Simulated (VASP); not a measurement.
# SiGe2 (Fddd) in VASP: single point with r2SCAN

Aim: the single point of SiGe2 with r2SCAN.

All numbers are computed with VASP 6.6.1; they aren't measurements. Logs are shortened: lines on timing, memory, paths and dates and some standing lists are left out, and cuts for length are marked.

### Step 1. The cell of the first run

Symmetry: Fddd, No. 70, orthorhombic system. Conventional cell: a = 5.016 Å, b = 8.569 Å, c = 8.839 Å, α = 90.00°, β = 90.00°, γ = 90.00°. Within 3.4 Å of Si (site symmetry 222) lie 10 Ge at 2.59 to 2.94 Å and 4 Si at 3.32 Å. Ge (site symmetry 2) has 5 Si at 2.59 to 2.94 Å and 9 Ge at 2.59 to 3.32 Å within 3.4 Å.

### Step 2. Single point, r2SCAN

POSCAR

```
SiGe2
1.0
    0.0000000000      2.5078090000      4.2847140000
    0.0000000000     -2.5078090000      4.2847140000
    4.4193280000      2.5078090000      0.0000000000
Si Ge
2 4
Direct
    0.0000000000      0.0000000000      0.0000000000
    0.2500000000      0.2500000000      0.5000000000
    0.6670000000      0.3330000000      0.6660000000
    0.3330000000      0.6670000000      0.3340000000
    0.5830000000      0.9170000000      0.8340000000
    0.9170000000      0.5830000000      0.1660000000
```

INCAR.step1

```
SYSTEM = SiGe2
ALGO     = Normal         ! electronic algorithm
EDIFF    = 1E-4           ! SCF threshold, eV
ENCUT    = 520            ! plane-wave cutoff, eV
GGA      = PE             ! functional
ISMEAR   = -1             ! smearing method
LASPH    = .TRUE.         ! aspherical terms in the spheres
LCHARG   = .FALSE.        ! write CHGCAR
LREAL    = .FALSE.        ! projectors in reciprocal space
LWAVE    = .TRUE.         ! write WAVECAR
NBANDS   = 41             ! bands
NELM     = 60             ! most SCF steps
PREC     = Accurate       ! precision mode
SIGMA    = 0.0352         ! smearing width, eV
```

INCAR.step2

```
SYSTEM = SiGe2
ALGO     = Normal         ! electronic algorithm
EDIFF    = 1E-6           ! SCF threshold, eV
ENCUT    = 520            ! plane-wave cutoff, eV
ISIF     = 2              ! what is computed and relaxed
ISMEAR   = -1             ! smearing method
ISTART   = 1            
LASPH    = .TRUE.         ! aspherical terms in the spheres
LCHARG   = .FALSE.        ! write CHGCAR
LMIXTAU  = .TRUE.       
LREAL    = .FALSE.        ! projectors in reciprocal space
LWAVE    = .FALSE.        ! write WAVECAR
METAGGA  = R2SCAN         ! meta-GGA
NBANDS   = 41             ! bands
NELM     = 60             ! most SCF steps
PREC     = Accurate       ! precision mode
SIGMA    = 0.0352         ! smearing width, eV
```

KPOINTS

```
k-points
0
G
  8 8 8
  0 0 0
```

Potentials or basis: VASP PAW PBE potentials, release 64 (Si, Ge_d).

Started as:

```
cat potpaw_PBE.64/Si/POTCAR potpaw_PBE.64/Ge_d/POTCAR > POTCAR
cp INCAR.step1 INCAR
mpirun -np 1 vasp_std > vasp.out
cp INCAR.step2 INCAR
mpirun -np 1 vasp_std > vasp.out
```

OUTCAR:

```text
SYSTEM = SiGe2
   EDIFF = 1E-6
   ENCUT = 520
   ISIF = 2
   ISMEAR = -1
   ISTART = 1
   LASPH = .TRUE.
   LREAL = .FALSE.
   METAGGA = R2SCAN
   NELM = 60
   PREC = Accurate

 ion  position               nearest neighbor table
   1  0.000  0.000  0.000-   5 2.59   6 2.59   5 2.59   6 2.59   4 2.91   3 2.91   3 2.91   4 2.91
                             4 2.94   3 2.94
   2  0.250  0.250  0.500-   3 2.59   4 2.59   4 2.59   3 2.59   6 2.91   6 2.91   5 2.91   5 2.91
                             5 2.94   6 2.94
   3  0.667  0.333  0.666-   2 2.59   2 2.59   5 2.59   5 2.59   4 2.91   4 2.91   1 2.91   1 2.91
                             1 2.94
   4  0.333  0.667  0.334-   2 2.59   2 2.59   6 2.59   6 2.59   3 2.91   3 2.91   1 2.91   1 2.91
                             1 2.94
   5  0.583  0.917  0.834-   1 2.59   1 2.59   3 2.59   3 2.59   6 2.91   6 2.91   2 2.91   2 2.91
                             2 2.94
   6  0.917  0.583  0.166-   1 2.59   1 2.59   4 2.59   4 2.59   5 2.91   5 2.91   2 2.91   2 2.91
                             2 2.94

  LATTYP: Found a face centered orthorhombic cell.
 ALAT       =     5.0156180000
 B/A-ratio  =     1.7085487770
 C/A-ratio  =     1.7622267087

  Lattice vectors:

 A1 = (  -4.4193280000,   0.0000000000,   4.2847140000)
 A2 = (  -4.4193280000,  -2.5078090000,   0.0000000000)
 A3 = (   0.0000000000,  -2.5078090000,   4.2847140000)

Analysis of symmetry for initial positions (statically):
=====================================================================
 Subroutine PRICEL returns:
 Original cell was already a primitive cell.

 Routine SETGRP: Setting up the symmetry group for a
 face centered orthorhombic supercell.

 Subroutine GETGRP returns: Found  8 space group operations
 (whereof  4 operations were pure point group operations)
 out of a pool of  8 trial point group operations.

The static configuration has the point symmetry D_2 .
 The point group associated with its full space group is D_2h.

Analysis of symmetry for dynamics (positions and initial velocities):
=====================================================================
 Subroutine PRICEL returns:
 Original cell was already a primitive cell.

 Routine SETGRP: Setting up the symmetry group for a
 face centered orthorhombic supercell.

 Subroutine GETGRP returns: Found  8 space group operations
 (whereof  4 operations were pure point group operations)
 out of a pool of  8 trial point group operations.

The dynamic configuration has the point symmetry D_2 .
 The point group associated with its full space group is D_2h.

 Subroutine INISYM returns: Found  8 space group operations
 (whereof  4 operations are pure point group operations),
 and found     1 'primitive' translations

----------------------------------------------------------------------------------------

                                     Primitive cell

  volume of cell :      94.9735

  direct lattice vectors                    reciprocal lattice vectors
     0.000000000  2.507809000  4.284714000    -0.113139373  0.199377225  0.116693903
     0.000000000 -2.507809000  4.284714000     0.113139373 -0.199377225  0.116693903
     4.419328000  2.507809000  0.000000000     0.226278746  0.000000000  0.000000000

  length of vectors
     4.964663135  4.964663135  5.081295696     0.257233868  0.257233868  0.226278746

  position of ions in fractional coordinates (direct lattice)
     0.000000000  0.000000000  0.000000000
     0.250000000  0.250000000  0.500000000
     0.667000000  0.333000000  0.666000000
     0.333000000  0.667000000  0.334000000
     0.583000000  0.917000000  0.834000000
     0.917000000  0.583000000  0.166000000

  ion indices of the primitive-cell ions
   primitive index   ion index
                 1           1
                 2           2
                 3           3
                 4           4
                 5           5
                 6           6

----------------------------------------------------------------------------------------

 KPOINTS: k-points

Automatic generation of k-mesh.
 Grid dimensions read from file:
 generate k-points for:    8    8    8

 Generating k-lattice:

  Cartesian coordinates                     Fractional coordinates (reciprocal lattice)
    -0.014142422  0.024922153  0.014586738     0.125000000  0.000000000 -0.000000000
     0.014142422 -0.024922153  0.014586738     0.000000000  0.125000000  0.000000000
     0.028284843  0.000000000  0.000000000     0.000000000  0.000000000  0.125000000

  Length of vectors
     0.032154233  0.032154233  0.028284843

  Shift w.r.t. Gamma in fractional coordinates (k-lattice)
     0.000000000  0.000000000  0.000000000

 Subroutine IBZKPT returns following result:
 ===========================================

 Found     95 irreducible k-points:

 Following reciprocal coordinates:
            Coordinates               Weight
  0.000000  0.000000  0.000000      1.000000
  0.125000  0.000000 -0.000000      8.000000
  0.250000  0.000000 -0.000000      8.000000
  0.375000  0.000000  0.000000      8.000000
  0.500000  0.000000 -0.000000      4.000000
  0.125000  0.125000  0.000000      2.000000
[... 16 lines left out ...]
  0.250000  0.000000  0.125000      4.000000
  0.375000  0.000000  0.125000      8.000000
 [... further k-points ...]
   k-points           NKPTS =     95   k-points in BZ     NKDIM =     95   number of bands    NBANDS=     41
   number of dos      NEDOS =    301   number of ions     NIONS =      6
   total plane-waves  NPLWV =  64000
   dimension x,y,z NGX =    40 NGY =   40 NGZ =   40
   dimension x,y,z NGXF=    80 NGYF=   80 NGZF=   80
   ions per type =               2   4
   NGX,Y,Z   is equivalent  to a cutoff of  13.39, 13.39, 13.09 a.u.
   NGXF,Y,Z  is equivalent  to a cutoff of  26.79, 26.79, 26.17 a.u.
 SYSTEM =  SiGe2
   PREC   = accura    normal or accurate (medium, high low for compatibility)
   ISTART =      1    job   : 0-new  1-cont  2-samecut
   ICHARG =      0    charge: 1-file 2-atom 10-const
   ISPIN  =      1    spin polarized calculation?
   LNONCOLLINEAR =      F non collinear calculations
   LSORBIT =      F    spin-orbit coupling
   LASPH  =      T    aspherical Exc in radial PAW
   ENCUT  =  520.0 eV  38.22 Ry    6.18 a.u.   9.23  9.23  9.45*2*pi/ulx,y,z
   NELM   =     60;   NELMIN=  2; NELMDL=  0     # of ELM steps
   EDIFF  = 0.1E-05   stopping-criterion for ELM
   LREAL  =      F    real-space projection
   EDIFFG = 0.1E-04   stopping-criterion for IOM
   NSW    =      0    number of steps for IOM
   IBRION =     -1    ionic relax: 0-MD 1-quasi-New 2-CG
   NFREE  =      0    steps in history (QN), initial steepest desc. (CG)
   ISIF   =      2    stress and relaxation
   ISYM   =      2    0-nonsym 1-usesym 2-fastsym
   POTIM  = 0.5000    time-step for ionic-motion
   TEBEG  =    0.0;   TEEND  =   0.0 temperature during run
   PSTRESS=    0.0 pullay stress
   NELECT =      64.0000    total number of electrons
   NUPDOWN=      -1.0000    fix difference up-down
   EMIN   =  10.00;   EMAX   =-10.00  energy-range for DOS
   EFERMI =   0.00;   METHOD = LEGACY
   ISMEAR =    -1;   SIGMA  =   0.04  broadening in eV -4-tet -1-fermi 0-gaus
   EFERMI_NEDOS =   21; number of points for ismear=-14 and -15
   IALGO  =     38    algorithm
   IMIX   =      4    mixing-type and parameters
     AMIX     =   0.40;   BMIX     =  1.00
     AMIX_MAG =   1.60;   BMIX_MAG =  1.00
  volume/ion in A,a.u.               =      15.83       106.82
  Fermi-wavevector in a.u.,A,eV,Ry     =   1.435271  2.712269 28.028049  2.060004
  Thomas-Fermi vector in A             =   2.554588
   LORBIT       =      0    0 simple, 1 ext, 2 COOP (PROOUT), +10 PAW based schemes
   METAGGA = R2SCAN    functional components
   LHFCALC =     F    Hartree Fock is set to
   AEXX    =    0.0000 exact exchange contribution
   IVDW    =     0    specifies the selected vdW correction
   LEPSILON=     F    determine dielectric tensor
   LRPA    =     F    only Hartree local field effects (RPA)
 non-spin polarized calculation
  energy-cutoff  :      520.00
  volume of cell :       94.97
 maximum number of plane-waves:      2592
 NGX is ok and might be reduce to    40
   NGX = 19   NGY = 19   NGZ = 19

 number of electron      63.9999987 magnetization

 Free energy of the ion-electron system (eV)
  ---------------------------------------------------
  ext. energy  EPLUGINS =         0.00000000
  ---------------------------------------------------
  free energy    TOTEN  =       -68.24271871 eV

  energy without entropy =      -68.23549910  energy(sigma->0) =      -68.23910890

 E-fermi :   8.8713     XC(G=0): -12.8364

 val. band max:        8.8506516228   @ k =   0.3750   0.3750   0.0000
 cond. band min:       8.8989222115   @ k =  -0.2500   0.0000   0.1250
 fundamental gap:      0.0482705888
 Fermi energy:         8.8713215830

 k-point     1 :       0.0000    0.0000    0.0000
  band No.  band energies     occupation
      1     -16.8474      2.00000
      2     -16.8215      2.00000
      3     -16.7995      2.00000
      4     -16.7473      2.00000
      5     -16.7457      2.00000
      6     -16.7359      2.00000
[... 33 lines left out ...]
     40      17.0242      0.00000
     41      18.7171      0.00000

 k-point     2 :       0.1250    0.0000   -0.0000
  band No.  band energies     occupation
      1     -16.8467      2.00000
      2     -16.8247      2.00000
      3     -16.7955      2.00000
      4     -16.7571      2.00000
      5     -16.7424      2.00000
      6     -16.7367      2.00000
[... 33 lines left out ...]
     40      16.3365      0.00000
     41      17.4947      0.00000

 k-point     3 :       0.2500    0.0000   -0.0000
  band No.  band energies     occupation
      1     -16.8434      2.00000
      2     -16.8291      2.00000
      3     -16.7884      2.00000
      4     -16.7701      2.00000
      5     -16.7540      2.00000
      6     -16.7420      2.00000
[... 875 lines left out ...]
      2     -16.8285      2.00000
      3     -16.7891      2.00000
      4     -16.7677      2.00000
      5     -16.7515      2.00000
      6     -16.7421      2.00000
[... 33 lines left out ...]
     40      15.6078      0.00000
     41      15.9187      0.00000

 k-point    24 :       0.3750    0.0000    0.1250
  band No.  band energies     occupation
      1     -16.8362      2.00000
      2     -16.8285      2.00000
      3     -16.8001      2.00000
      4     -16.7671      2.00000
      5     -16.7613      2.00000
      6     -16.7532      2.00000
[... 33 lines left out ...]
     40      14.7500      0.00000
     41      14.9158      0.00000

 [... further k-points ...]

------------------------ aborting loop because EDIFF is reached ----------------------------------------

  FORCE on cell =-STRESS in cart. coord.  units (eV):
  Direction    XX          YY          ZZ          XY          YZ          ZX
  --------------------------------------------------------------------------------------
  -------------------------------------------------------------------------------------
  Total        3.6759121      6.8925948     10.8650184      0.0000000      0.0000000      0.0000000
  in kB       62.0116331    116.2761923    183.2898956      0.0000000      0.0000000      0.0000000
  external PRESSURE =     120.5259070 kB  Pullay stress =       0.0000000 kB

 VOLUME and BASIS-vectors are now :
 -----------------------------------------------------------------------------
  energy-cutoff  :      520.00
  volume of cell :       94.97
      direct lattice vectors                 reciprocal lattice vectors
     0.000000000  2.507809000  4.284714000    -0.113139373  0.199377225  0.116693903
     0.000000000 -2.507809000  4.284714000     0.113139373 -0.199377225  0.116693903
     4.419328000  2.507809000  0.000000000     0.226278746  0.000000000  0.000000000

 POSITION                                       TOTAL-FORCE (eV/Angst)
 -----------------------------------------------------------------------------------
      0.00000      0.00000      0.00000         0.000000      0.000000     -0.000000
      2.20966      1.25390      2.14236         0.000000      0.000000     -0.000000
      2.94327      2.50781      4.28471        -0.214316     -0.000000      0.000000
      1.47606     -0.00000      4.28471         0.214316      0.000000      0.000000
      3.68572      1.25390      6.42707         0.214316      0.000000      0.000000
      0.73361      1.25390      6.42707        -0.214316     -0.000000      0.000000
 -----------------------------------------------------------------------------------
    total drift:                               -0.000000     -0.000000     -0.000000

  FREE ENERGIE OF THE ION-ELECTRON SYSTEM (eV)
  ---------------------------------------------------
  free  energy   TOTEN  =       -68.2427187080 eV

  energy  without entropy=      -68.2354990951  energy(sigma->0) =      -68.23910890
```

Wall time 11 min (1 thread of Intel Xeon 6975P-C (Granite Rapids), shared host); peak memory 0.44 GiB.

What came out:

```yaml
Free_energy: -68.2427 eV
Pressure: 12.1 GPa
Largest_force: 0.214 eV/Å
Band_gap_on_the_k_mesh: zero (bands 32 and 33 overlap by 6.37 eV)
```

Forces in eV/Å, atoms in the order of the input:
```
Si   0.000  0.000  0.000
Si   0.000  0.000  0.000
Ge  -0.214  0.000  0.000
Ge   0.214  0.000  0.000
Ge   0.214  0.000  0.000
Ge  -0.214  0.000  0.000
```

Stress tensor (GPa, compression positive):
```
 6.20  0.00  0.00
 0.00 11.63  0.00
 0.00  0.00 18.33
```

Caveat: the stress differs along the axes, from 6 to 18 GPa; the PAW data sets were made with another functional, which shifts forces and pressure a little.

The gap in the log of VASP goes by the Fermi energy; the results here count the filled bands.